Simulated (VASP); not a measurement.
Input of a VASP 6.6.1 run:

INCAR

```
ALGO     = Normal         # electronic algorithm
EDIFF    = 1E-6           # SCF threshold, eV
ENCUT    = 520            # plane-wave cutoff, eV
ISIF     = 2              # what is computed and relaxed
ISMEAR   = -1             # smearing method
LASPH    = T              # aspherical terms in the spheres
LCHARG   = F              # write CHGCAR
LREAL    = F              # projectors in reciprocal space
LWAVE    = F              # write WAVECAR
NBANDS   = 20             # bands
NELM     = 100            # most SCF steps
PREC     = Accurate       # precision mode
SIGMA    = 0.05           # smearing width, eV
```

KPOINTS

```
k-points
0
Gamma
  8 8 2
```

The input POSCAR:

```
WS2
1.0
    2.5394413177      0.0000000000      0.0000000000
    0.0000000000      2.5394413177      0.0000000000
    0.0000000000      0.0000000000      8.1130745618
W S
1 2
Direct
    0.5000000000      0.5000000000      0.5000000000
    0.5000000000      0.5000000000      0.7982658255
    0.5000000000      0.5000000000      0.2017341745
```

Potentials or basis: VASP PAW LDA potentials, release 64 (W_sv, S).

The run is started by

```bash
$ cat potpaw_LDA.64/W_sv/POTCAR potpaw_LDA.64/S/POTCAR > POTCAR
$ mpirun -np 1 vasp_std > vasp.out
```

Question: Estimate the largest force.

Answer: 0.040 eV/Å.

Question: Predict the band gap on the k mesh.

Answer: Zero (band 13 reaches 10.06 eV, above the bottom of band 14 at 6.11 eV).

Question: Predict the pressure.

Answer: 0.5 GPa.

Stress tensor (GPa, compression positive):
```
0.59 0.00 0.00
0.00 0.59 0.00
0.00 0.00 0.41
```

Caveat: the k points lie up to 0.39 Å⁻¹ apart; spin-orbit coupling is left out, which moves the levels of the heavy elements.
